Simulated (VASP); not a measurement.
# MoS2 (R3m) in VASP: notebook

The runs below take MoS2 through single point, with PBE.

All numbers are computed with VASP 6.6.1; they aren't measurements. Logs are shortened: lines on timing, memory, paths and dates and some standing lists are left out, and cuts for length are marked.

### 1 The cell of the first run

It takes space group R3m (No. 160, trigonal). Conventional cell: a = 3.160 Å, b = 3.160 Å, c = 18.450 Å, α = 90.00°, β = 90.00°, γ = 120.00°. Within 3.2 Å of Mo (site symmetry 3m) lie 6 S at 2.39 Å and 6 Mo at 3.16 Å. S (site symmetry 3m) has 3 Mo at 2.39 Å and 7 S at 3.08 to 3.16 Å within 3.2 Å. S (site symmetry 3m) has 3 Mo at 2.39 Å and 7 S at 3.08 to 3.16 Å within 3.2 Å.

### 2 Single point, PBE

Contents of INCAR:

```
SYSTEM = MoS2
ALGO = Normal ; EDIFF = 1E-6
ENCUT = 520 ; GGA = PE
ISIF = 2 ; ISMEAR = 0
LASPH = .True. ; LCHARG = .False.
LREAL = .False. ; LWAVE = .False.
NBANDS = 20 ; NELM = 60
PREC = Accurate ; SIGMA = 0.1
```

Contents of KPOINTS:

```
k-points
0
Gamma
  8 8 8
  0 0 0
```

Contents of POSCAR:

```
MoS2
1.0
    1.5800000000      0.9122100000      6.1500000000
   -1.5800000000      0.9122100000      6.1500000000
    0.0000000000     -1.8244300000      6.1500000000
Mo S
1 2
Direct
    0.0000000000      0.0000000000      0.0000000000
    0.2500000000      0.2500000000      0.2500000000
    0.4170000000      0.4170000000      0.4170000000
```

Potentials or basis: VASP PAW PBE potentials, release 64 (Mo_sv, S).

On the command line:

```sh
$ cat potpaw_PBE.64/Mo_sv/POTCAR potpaw_PBE.64/S/POTCAR > POTCAR
$ mpirun -np 1 vasp_std > vasp.out
```

OUTCAR:

```text
SYSTEM = MoS2
   EDIFF = 1E-6
   ENCUT = 520
   GGA = PE
   ISIF = 2
   ISMEAR = 0
   LASPH = .True.
   LREAL = .False.
   NELM = 60
   PREC = Accurate

 ion  position               nearest neighbor table
   1  0.000  0.000  0.000-   2 2.39   2 2.39   2 2.39   3 2.39   3 2.39   3 2.39
   2  0.250  0.250  0.250-   1 2.39   1 2.39   1 2.39
   3  0.417  0.417  0.417-   1 2.39   1 2.39   1 2.39

  LATTYP: Found a trigonal (rhomboedric) cell.
 ALAT       =     6.4149066310
 COS(alpha) =     0.8786713151

  Lattice vectors:

 A1 = (   1.5800000000,   0.9122100000,   6.1500000000)
 A2 = (  -1.5800000000,   0.9122100000,   6.1500000000)
 A3 = (   0.0000000000,  -1.8244300000,   6.1500000000)

Analysis of symmetry for initial positions (statically):
=====================================================================
 Subroutine PRICEL returns:
 Original cell was already a primitive cell.

 Routine SETGRP: Setting up the symmetry group for a
 trigonal (rhombohedral) supercell.

 Subroutine GETGRP returns: Found  6 space group operations
 (whereof  6 operations were pure point group operations)
 out of a pool of 12 trial point group operations.

The static configuration has the point symmetry C_3v.

Analysis of symmetry for dynamics (positions and initial velocities):
=====================================================================
 Subroutine PRICEL returns:
 Original cell was already a primitive cell.

 Routine SETGRP: Setting up the symmetry group for a
 trigonal (rhombohedral) supercell.

 Subroutine GETGRP returns: Found  6 space group operations
 (whereof  6 operations were pure point group operations)
 out of a pool of 12 trial point group operations.

The dynamic configuration has the point symmetry C_3v.

 Subroutine INISYM returns: Found  6 space group operations
 (whereof  6 operations are pure point group operations),
 and found     1 'primitive' translations

----------------------------------------------------------------------------------------

                                     Primitive cell

  volume of cell :      53.1839

  direct lattice vectors                    reciprocal lattice vectors
     1.580000000  0.912210000  6.150000000     0.316455696  0.182705800  0.054200641
    -1.580000000  0.912210000  6.150000000    -0.316455696  0.182705800  0.054200641
     0.000000000 -1.824430000  6.150000000     0.000000000 -0.365411600  0.054200344

  length of vectors
     6.414906631  6.414906631  6.414908014     0.369409429  0.369409429  0.369409413

  position of ions in fractional coordinates (direct lattice)
     0.000000000  0.000000000  0.000000000
     0.250000000  0.250000000  0.250000000
     0.417000000  0.417000000  0.417000000

  ion indices of the primitive-cell ions
   primitive index   ion index
                 1           1
                 2           2
                 3           3

----------------------------------------------------------------------------------------

 KPOINTS: k-points

Automatic generation of k-mesh.
 Grid dimensions read from file:
 generate k-points for:    8    8    8

 Generating k-lattice:

  Cartesian coordinates                     Fractional coordinates (reciprocal lattice)
     0.039556962  0.022838225  0.006775080     0.125000000  0.000000000  0.000000000
    -0.039556962  0.022838225  0.006775080     0.000000000  0.125000000  0.000000000
     0.000000000 -0.045676450  0.006775043    -0.000000000 -0.000000000  0.125000000

  Length of vectors
     0.046176179  0.046176179  0.046176177

  Shift w.r.t. Gamma in fractional coordinates (k-lattice)
     0.000000000  0.000000000  0.000000000

 Subroutine IBZKPT returns following result:
 ===========================================

 Found     65 irreducible k-points:

 Following reciprocal coordinates:
            Coordinates               Weight
  0.000000  0.000000  0.000000      1.000000
  0.125000  0.000000  0.000000      6.000000
  0.250000  0.000000  0.000000      6.000000
  0.375000  0.000000  0.000000      6.000000
  0.500000  0.000000  0.000000      3.000000
  0.125000  0.125000  0.000000      6.000000
[... 16 lines left out ...]
  0.250000  0.125000  0.125000      6.000000
  0.375000  0.125000  0.125000      6.000000
 [... further k-points ...]
   k-points           NKPTS =     65   k-points in BZ     NKDIM =     65   number of bands    NBANDS=     20
   number of dos      NEDOS =    301   number of ions     NIONS =      3
   total plane-waves  NPLWV = 110592
   dimension x,y,z NGX =    48 NGY =   48 NGZ =   48
   dimension x,y,z NGXF=    96 NGYF=   96 NGZF=   96
   ions per type =               1   2
   NGX,Y,Z   is equivalent  to a cutoff of  12.44, 12.44, 12.44 a.u.
   NGXF,Y,Z  is equivalent  to a cutoff of  24.88, 24.88, 24.88 a.u.
 SYSTEM =  MoS2
   PREC   = accura    normal or accurate (medium, high low for compatibility)
   ISTART =      0    job   : 0-new  1-cont  2-samecut
   ICHARG =      2    charge: 1-file 2-atom 10-const
   ISPIN  =      1    spin polarized calculation?
   LNONCOLLINEAR =      F non collinear calculations
   LSORBIT =      F    spin-orbit coupling
   LASPH  =      T    aspherical Exc in radial PAW
   ENCUT  =  520.0 eV  38.22 Ry    6.18 a.u.  11.93 11.93 11.93*2*pi/ulx,y,z
   NELM   =     60;   NELMIN=  2; NELMDL= -5     # of ELM steps
   EDIFF  = 0.1E-05   stopping-criterion for ELM
   LREAL  =      F    real-space projection
   EDIFFG = 0.1E-04   stopping-criterion for IOM
   NSW    =      0    number of steps for IOM
   IBRION =     -1    ionic relax: 0-MD 1-quasi-New 2-CG
   NFREE  =      0    steps in history (QN), initial steepest desc. (CG)
   ISIF   =      2    stress and relaxation
   ISYM   =      2    0-nonsym 1-usesym 2-fastsym
   POTIM  = 0.5000    time-step for ionic-motion
   TEBEG  =    0.0;   TEEND  =   0.0 temperature during run
   PSTRESS=    0.0 pullay stress
   NELECT =      26.0000    total number of electrons
   NUPDOWN=      -1.0000    fix difference up-down
   EMIN   =  10.00;   EMAX   =-10.00  energy-range for DOS
   EFERMI =   0.00;   METHOD = LEGACY
   ISMEAR =     0;   SIGMA  =   0.10  broadening in eV -4-tet -1-fermi 0-gaus
   EFERMI_NEDOS =   21; number of points for ismear=-14 and -15
   IALGO  =     38    algorithm
   IMIX   =      4    mixing-type and parameters
     AMIX     =   0.40;   BMIX     =  1.00
     AMIX_MAG =   1.60;   BMIX_MAG =  1.00
  volume/ion in A,a.u.               =      17.73       119.63
  Fermi-wavevector in a.u.,A,eV,Ry     =   1.289652  2.437090 22.629253  1.663203
  Thomas-Fermi vector in A             =   2.421532
   LORBIT       =      0    0 simple, 1 ext, 2 COOP (PROOUT), +10 PAW based schemes
   GGA     = PE    functional components
   LHFCALC =     F    Hartree Fock is set to
   AEXX    =    0.0000 exact exchange contribution
   IVDW    =     0    specifies the selected vdW correction
   LEPSILON=     F    determine dielectric tensor
   LRPA    =     F    only Hartree local field effects (RPA)
 non-spin polarized calculation
 Gauss-broadening in eV      SIGMA  =   0.10
  energy-cutoff  :      520.00
  volume of cell :       53.18
 maximum number of plane-waves:      1447
   NGX = 23   NGY = 23   NGZ = 23

 number of electron      25.9999998 magnetization

 Free energy of the ion-electron system (eV)
  ---------------------------------------------------
  ext. energy  EPLUGINS =         0.00000000
  ---------------------------------------------------
  free energy    TOTEN  =       -21.78943530 eV

  energy without entropy =      -21.78943530  energy(sigma->0) =      -21.78943530

 E-fermi :   8.1557     XC(G=0): -10.8262

 val. band max:        7.6559790939   @ k =   0.5000   0.5000   0.5000
 cond. band min:       8.6964688228   @ k =  -0.2500   0.1250   0.0000
 fundamental gap:      1.0404897289
 Fermi energy:         8.1556890548

 k-point     1 :       0.0000    0.0000    0.0000
  band No.  band energies     occupation
      1     -53.9101      2.00000
      2     -28.0759      2.00000
      3     -27.8483      2.00000
      4     -27.8483      2.00000
      5      -7.4610      2.00000
      6      -5.7412      2.00000
[... 12 lines left out ...]
     19      15.7987      0.00000
     20      16.1583      0.00000

 k-point     2 :       0.1250    0.0000    0.0000
  band No.  band energies     occupation
      1     -53.9040      2.00000
      2     -28.0638      2.00000
      3     -27.9094      2.00000
      4     -27.8621      2.00000
      5      -7.2204      2.00000
      6      -5.6689      2.00000
[... 12 lines left out ...]
     19      16.2188      0.00000
     20      16.6851      0.00000

 k-point     3 :       0.2500    0.0000    0.0000
  band No.  band energies     occupation
      1     -53.8892      2.00000
      2     -28.0544      2.00000
      3     -28.0345      2.00000
      4     -27.8954      2.00000
      5      -6.5823      2.00000
      6      -5.4777      2.00000
[... 12 lines left out ...]
     19      15.9189      0.00000
     20      16.6053      0.00000

 k-point     4 :       0.3750    0.0000    0.0000
  band No.  band energies     occupation
      1     -53.8744      2.00000
      2     -28.1962      2.00000
      3     -28.0051      2.00000
      4     -27.9283      2.00000
      5      -5.8197      2.00000
      6      -5.2587      2.00000
[... 12 lines left out ...]
     19      14.7642      0.00000
     20      15.2626      0.00000

 k-point     5 :       0.5000    0.0000    0.0000
  band No.  band energies     occupation
      1     -53.8683      2.00000
      2     -28.2540      2.00000
      3     -27.9928      2.00000
      4     -27.9419      2.00000
      5      -5.4397      2.00000
      6      -5.1622      2.00000
[... 12 lines left out ...]
     19      14.4823      0.00000
     20      15.1084      0.00000
[... 353 lines left out ...]
      6      -5.2665      2.00000
[... 12 lines left out ...]
     19      14.8850      0.00000
     20      15.6380      0.00000

 k-point    22 :       0.1250    0.1250    0.1250
  band No.  band energies     occupation
      1     -53.9101      2.00000
      2     -28.0759      2.00000
      3     -27.8483      2.00000
      4     -27.8483      2.00000
      5      -7.4318      2.00000
      6      -5.7971      2.00000
[... 12 lines left out ...]
     19      15.8641      0.00000
     20      16.3124      0.00000

 k-point    23 :       0.2500    0.1250    0.1250
  band No.  band energies     occupation
      1     -53.9040      2.00000
      2     -28.0638      2.00000
      3     -27.9094      2.00000
      4     -27.8621      2.00000
      5      -7.1742      2.00000
      6      -5.7508      2.00000
[... 12 lines left out ...]
     19      16.3789      0.00000
     20      16.7601      0.00000

 k-point    24 :       0.3750    0.1250    0.1250
  band No.  band energies     occupation
      1     -53.8892      2.00000
      2     -28.0544      2.00000
      3     -28.0345      2.00000
      4     -27.8954      2.00000
      5      -6.5278      2.00000
      6      -5.5582      2.00000
[... 12 lines left out ...]
     19      16.1498      0.00000
     20      16.3395      0.00000

 [... further k-points ...]

------------------------ aborting loop because EDIFF is reached ----------------------------------------

  FORCE on cell =-STRESS in cart. coord.  units (eV):
  Direction    XX          YY          ZZ          XY          YZ          ZX
  --------------------------------------------------------------------------------------
  -------------------------------------------------------------------------------------
  Total        1.4730120      1.4730117      2.2488515      0.0000000     -0.0000012      0.0000000
  in kB       44.3748611     44.3748522     67.7472209      0.0000000     -0.0000367      0.0000000
  external PRESSURE =      52.1656448 kB  Pullay stress =       0.0000000 kB

 VOLUME and BASIS-vectors are now :
 -----------------------------------------------------------------------------
  energy-cutoff  :      520.00
  volume of cell :       53.18
      direct lattice vectors                 reciprocal lattice vectors
     1.580000000  0.912210000  6.150000000     0.316455696  0.182705800  0.054200641
    -1.580000000  0.912210000  6.150000000    -0.316455696  0.182705800  0.054200641
     0.000000000 -1.824430000  6.150000000     0.000000000 -0.365411600  0.054200344

 POSITION                                       TOTAL-FORCE (eV/Angst)
 -----------------------------------------------------------------------------------
      0.00000      0.00000      0.00000         0.000000     -0.000000      0.086713
      0.00000     -0.00000      4.61250         0.000000      0.000000     -0.506777
      0.00000     -0.00000      7.69365         0.000000     -0.000000      0.420064
 -----------------------------------------------------------------------------------
    total drift:                                0.000000     -0.000003      0.000067

  FREE ENERGIE OF THE ION-ELECTRON SYSTEM (eV)
  ---------------------------------------------------
  free  energy   TOTEN  =       -21.7894353035 eV

  energy  without entropy=      -21.7894353035  energy(sigma->0) =      -21.78943530
```

It took 2.4 min on 1 thread of AMD EPYC 7R13 (Zen 3), shared host; peak memory 0.31 GiB.

What came out:

```yaml
Free_energy: -21.7894 eV
Pressure: 5.2 GPa
Largest_force: 0.507 eV/Å
Band_gap_on_the_k_mesh: 1.04 eV (least direct gap 2.03 eV)
```

Forces in eV/Å, atoms in the order of the input:
```
Mo   0.000  0.000  0.087
S    0.000  0.000 -0.507
S    0.000  0.000  0.420
```

Caveat: the cell stands under pressure.

(Part 1 of 2 ends here.)
